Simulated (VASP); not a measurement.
# Os (Fm-3m) in VASP: single point with PBEsol

Aim: the single point of Os with PBEsol.

Everything below comes from runs of VASP 6.6.1. Logs are shortened: lines on timing, memory, paths and dates and some standing lists are left out, and cuts for length are marked.

### Step 1. The cell of the first run

Symmetry: Fm-3m, No. 225, cubic system. Conventional cell: a = 3.820 Å, b = 3.820 Å, c = 3.820 Å, α = 90.00°, β = 90.00°, γ = 90.00°. Within 3.6 Å of Os (site symmetry m-3m) lie 12 Os at 2.70 Å.

### Step 2. Single point, PBEsol

INCAR reads:

```
ALGO = Normal
EDIFF = 1E-6
ENCUT = 600
GGA = PS
GGA_COMPAT = F
ISIF = 2
ISMEAR = 0
LASPH = T
LCHARG = T
LELF = T
LREAL = F
LVHAR = T
LWAVE = F
NBANDS = 10
NELM = 120
PREC = Accurate
SIGMA = 0.1
```

KPOINTS reads:

```
k-points
0
Gamma
  6 6 6
```

POSCAR reads:

```
Os
1.0
    0.0000000000      1.9102056067      1.9102056067
    1.9102056067      0.0000000000      1.9102056067
    1.9102056067      1.9102056067      0.0000000000
Os
1
Direct
    0.0000000000      0.0000000000      0.0000000000
```

Potentials or basis: VASP PAW PBE potentials, release 64 (Os).

On the command line:

```sh
cat potpaw_PBE.64/Os/POTCAR > POTCAR
mpirun -np 1 vasp_std > vasp.out
```

OUTCAR:

```text
EDIFF = 1E-6
   ENCUT = 600
   GGA = PS
   ISIF = 2
   ISMEAR = 0
   LASPH = T
   LREAL = F
   NELM = 120
   PREC = Accurate

 ion  position               nearest neighbor table
   1  0.000  0.000  0.000-

  LATTYP: Found a face centered cubic cell.
 ALAT       =     3.8204112134

  Lattice vectors:

 A1 = (   0.0000000000,   1.9102056067,   1.9102056067)
 A2 = (   1.9102056067,   0.0000000000,   1.9102056067)
 A3 = (   1.9102056067,   1.9102056067,   0.0000000000)

Analysis of symmetry for initial positions (statically):
=====================================================================
 Subroutine PRICEL returns:
 Original cell was already a primitive cell.

 Routine SETGRP: Setting up the symmetry group for a
 face centered cubic supercell.

 Subroutine GETGRP returns: Found 48 space group operations
 (whereof 48 operations were pure point group operations)
 out of a pool of 48 trial point group operations.

The static configuration has the point symmetry O_h .

Analysis of symmetry for dynamics (positions and initial velocities):
=====================================================================
 Subroutine PRICEL returns:
 Original cell was already a primitive cell.

 Routine SETGRP: Setting up the symmetry group for a
 face centered cubic supercell.

 Subroutine GETGRP returns: Found 48 space group operations
 (whereof 48 operations were pure point group operations)
 out of a pool of 48 trial point group operations.

The dynamic configuration has the point symmetry O_h .

 Subroutine INISYM returns: Found 48 space group operations
 (whereof 48 operations are pure point group operations),
 and found     1 'primitive' translations

----------------------------------------------------------------------------------------

                                     Primitive cell

  volume of cell :      13.9402

  direct lattice vectors                    reciprocal lattice vectors
     0.000000000  1.910205607  1.910205607    -0.261751928  0.261751928  0.261751928
     1.910205607  0.000000000  1.910205607     0.261751928 -0.261751928  0.261751928
     1.910205607  1.910205607  0.000000000     0.261751928  0.261751928 -0.261751928

  length of vectors
     2.701438676  2.701438676  2.701438676     0.453367638  0.453367638  0.453367638

  position of ions in fractional coordinates (direct lattice)
     0.000000000  0.000000000  0.000000000

  ion indices of the primitive-cell ions
   primitive index   ion index
                 1           1

----------------------------------------------------------------------------------------

 KPOINTS: k-points

Automatic generation of k-mesh.
 Grid dimensions read from file:
 generate k-points for:    6    6    6

 Generating k-lattice:

  Cartesian coordinates                     Fractional coordinates (reciprocal lattice)
    -0.043625321  0.043625321  0.043625321     0.166666667  0.000000000  0.000000000
     0.043625321 -0.043625321  0.043625321     0.000000000  0.166666667  0.000000000
     0.043625321  0.043625321 -0.043625321     0.000000000  0.000000000  0.166666667

  Length of vectors
     0.075561273  0.075561273  0.075561273

  Shift w.r.t. Gamma in fractional coordinates (k-lattice)
     0.000000000  0.000000000  0.000000000

 Subroutine IBZKPT returns following result:
 ===========================================

 Found     16 irreducible k-points:

 Following reciprocal coordinates:
            Coordinates               Weight
  0.000000  0.000000  0.000000      1.000000
  0.166667  0.000000  0.000000      8.000000
  0.333333  0.000000  0.000000      8.000000
  0.500000  0.000000  0.000000      4.000000
  0.166667  0.166667  0.000000      6.000000
  0.333333  0.166667  0.000000     24.000000
[... 8 lines left out ...]
 -0.333333  0.333333  0.166667     24.000000
 -0.333333  0.500000  0.166667     12.000000
   k-points           NKPTS =     16   k-points in BZ     NKDIM =     16   number of bands    NBANDS=     10
   number of dos      NEDOS =    301   number of ions     NIONS =      1
   total plane-waves  NPLWV =  13824
   dimension x,y,z NGX =    24 NGY =   24 NGZ =   24
   dimension x,y,z NGXF=    48 NGYF=   48 NGZF=   48
   ions per type =               1
   NGX,Y,Z   is equivalent  to a cutoff of  14.77, 14.77, 14.77 a.u.
   NGXF,Y,Z  is equivalent  to a cutoff of  29.54, 29.54, 29.54 a.u.
 SYSTEM =  unknown system
   PREC   = accura    normal or accurate (medium, high low for compatibility)
   ISTART =      0    job   : 0-new  1-cont  2-samecut
   ICHARG =      2    charge: 1-file 2-atom 10-const
   ISPIN  =      1    spin polarized calculation?
   LNONCOLLINEAR =      F non collinear calculations
   LSORBIT =      F    spin-orbit coupling
   LASPH  =      T    aspherical Exc in radial PAW
   ENCUT  =  600.0 eV  44.10 Ry    6.64 a.u.   5.40  5.40  5.40*2*pi/ulx,y,z
   NELM   =    120;   NELMIN=  2; NELMDL= -5     # of ELM steps
   EDIFF  = 0.1E-05   stopping-criterion for ELM
   LREAL  =      F    real-space projection
   EDIFFG = 0.1E-04   stopping-criterion for IOM
   NSW    =      0    number of steps for IOM
   IBRION =     -1    ionic relax: 0-MD 1-quasi-New 2-CG
   NFREE  =      0    steps in history (QN), initial steepest desc. (CG)
   ISIF   =      2    stress and relaxation
   ISYM   =      2    0-nonsym 1-usesym 2-fastsym
   POTIM  = 0.5000    time-step for ionic-motion
   TEBEG  =    0.0;   TEEND  =   0.0 temperature during run
   PSTRESS=    0.0 pullay stress
   NELECT =       8.0000    total number of electrons
   NUPDOWN=      -1.0000    fix difference up-down
   EMIN   =  10.00;   EMAX   =-10.00  energy-range for DOS
   EFERMI =   0.00;   METHOD = LEGACY
   ISMEAR =     0;   SIGMA  =   0.10  broadening in eV -4-tet -1-fermi 0-gaus
   EFERMI_NEDOS =   21; number of points for ismear=-14 and -15
   IALGO  =     38    algorithm
   IMIX   =      4    mixing-type and parameters
     AMIX     =   0.40;   BMIX     =  1.00
     AMIX_MAG =   1.60;   BMIX_MAG =  1.00
  volume/ion in A,a.u.               =      13.94        94.07
  Fermi-wavevector in a.u.,A,eV,Ry     =   1.360446  2.570871 25.181852  1.850814
  Thomas-Fermi vector in A             =   2.487108
   LORBIT       =      0    0 simple, 1 ext, 2 COOP (PROOUT), +10 PAW based schemes
   GGA     = PS    functional components
   LHFCALC =     F    Hartree Fock is set to
   AEXX    =    0.0000 exact exchange contribution
   IVDW    =     0    specifies the selected vdW correction
   LEPSILON=     F    determine dielectric tensor
   LRPA    =     F    only Hartree local field effects (RPA)
 non-spin polarized calculation
 Gauss-broadening in eV      SIGMA  =   0.10
  energy-cutoff  :      600.00
  volume of cell :       13.94
 maximum number of plane-waves:       483
 NGX is ok and might be reduce to    24
   NGX = 11   NGY = 11   NGZ = 11

 number of electron       8.0000000 magnetization

 Free energy of the ion-electron system (eV)
  ---------------------------------------------------
  ext. energy  EPLUGINS =         0.00000000
  ---------------------------------------------------
  free energy    TOTEN  =       -12.03954127 eV

  energy without entropy =      -12.03927306  energy(sigma->0) =      -12.03940716

 E-fermi :   9.5711     XC(G=0): -14.1752

 val. band max:        9.3920842204   @ k =  -0.3333   0.5000   0.1667
 cond. band min:       9.7684480730   @ k =   0.3333   0.1667   0.0000
 fundamental gap:      0.3763638526
 Fermi energy:         9.5710766930

 k-point     1 :       0.0000    0.0000    0.0000
  band No.  band energies     occupation
      1      -1.6667      2.00000
      2       6.1819      2.00000
      3       6.1819      2.00000
      4       6.1819      2.00000
      5       9.2967      1.99990
      6       9.2967      1.99990
      7      23.4744      0.00000
      8      29.3578      0.00000
      9      29.3578      0.00000
     10      29.3578      0.00000

 k-point     2 :       0.1667    0.0000    0.0000
  band No.  band energies     occupation
      1      -0.4577      2.00000
      2       5.5977      2.00000
      3       6.6221      2.00000
      4       6.6221      2.00000
      5       9.0849      2.00000
      6       9.0849      2.00000
      7      25.1631      0.00000
      8      26.1028      0.00000
      9      31.5644      0.00000
     10      31.5644      0.00000

 k-point     3 :       0.3333    0.0000    0.0000
  band No.  band energies     occupation
      1       1.3248      2.00000
      2       6.3877      2.00000
      3       6.4115      2.00000
      4       6.4115      2.00000
      5      10.3732      0.00000
      6      10.3732      0.00000
      7      21.5090      0.00000
      8      25.3573      0.00000
      9      32.9198      0.00000
     10      32.9198      0.00000

 k-point     4 :       0.5000    0.0000    0.0000
  band No.  band energies     occupation
      1       1.4494      2.00000
      2       6.0407      2.00000
      3       6.0407      2.00000
      4       9.0006      2.00000
      5      11.7166      0.00000
      6      11.7166      0.00000
      7      18.2711      0.00000
      8      23.0344      0.00000
      9      29.6575      0.00000
     10      29.6575      0.00000
[... 118 lines left out ...]
 k-point    14 :       0.5000    0.3333    0.1667
  band No.  band energies     occupation
      1       3.3959      2.00000
      2       4.0120      2.00000
      3       5.2547      2.00000
      4       9.1007      2.00000
      5      10.0165      0.00000
      6      13.7684      0.00000
      7      21.8594      0.00000
      8      24.5567      0.00000
      9      27.0340      0.00000
     10      33.0463      0.00000

 k-point    15 :      -0.3333    0.3333    0.1667
  band No.  band energies     occupation
      1       3.9455      2.00000
      2       3.9499      2.00000
      3       5.6277      2.00000
      4       8.3839      2.00000
      5      11.3608      0.00000
      6      17.2845      0.00000
      7      17.4016      0.00000
      8      24.1182      0.00000
      9      25.6527      0.00000
     10      31.4212      0.00000

 k-point    16 :      -0.3333    0.5000    0.1667
  band No.  band energies     occupation
      1       2.7981      2.00000
      2       3.5145      2.00000
      3       6.9809      2.00000
      4       9.3921      1.98864
      5      12.4028      0.00000
      6      17.3439      0.00000
      7      19.0439      0.00000
      8      20.8435      0.00000
      9      24.0508      0.00000
     10      35.8517      0.00000

------------------------ aborting loop because EDIFF is reached ----------------------------------------

  FORCE on cell =-STRESS in cart. coord.  units (eV):
  Direction    XX          YY          ZZ          XY          YZ          ZX
  --------------------------------------------------------------------------------------
  -------------------------------------------------------------------------------------
  Total        0.1659936      0.1659936      0.1659936      0.0000000      0.0000000      0.0000000
  in kB       19.0779490     19.0779490     19.0779490      0.0000000      0.0000000      0.0000000
  external PRESSURE =      19.0779490 kB  Pullay stress =       0.0000000 kB

 VOLUME and BASIS-vectors are now :
 -----------------------------------------------------------------------------
  energy-cutoff  :      600.00
  volume of cell :       13.94
      direct lattice vectors                 reciprocal lattice vectors
     0.000000000  1.910205607  1.910205607    -0.261751928  0.261751928  0.261751928
     1.910205607  0.000000000  1.910205607     0.261751928 -0.261751928  0.261751928
     1.910205607  1.910205607  0.000000000     0.261751928  0.261751928 -0.261751928

 POSITION                                       TOTAL-FORCE (eV/Angst)
 -----------------------------------------------------------------------------------
      0.00000      0.00000      0.00000         0.000000      0.000000     -0.000000
 -----------------------------------------------------------------------------------
    total drift:                               -0.000000      0.000000      0.000000

  FREE ENERGIE OF THE ION-ELECTRON SYSTEM (eV)
  ---------------------------------------------------
  free  energy   TOTEN  =       -12.0395412681 eV

  energy  without entropy=      -12.0392730552  energy(sigma->0) =      -12.03940716
```

Wall time 4.9 s (1 thread of Intel Xeon Platinum 8488C (Sapphire Rapids), shared host); peak memory 0.14 GiB.

What came out:

```yaml
Free_energy: -12.0395 eV
Pressure: 1.9 GPa
Band_gap_on_the_k_mesh: zero (band 4 reaches 11.70 eV, above the bottom of band 5 at 7.83 eV)
```

Caveat: the k points lie up to 0.47 Å⁻¹ apart; the PAW data sets were made with another functional, which shifts forces and pressure a little; spin-orbit coupling is left out, which moves the levels of the heavy elements.
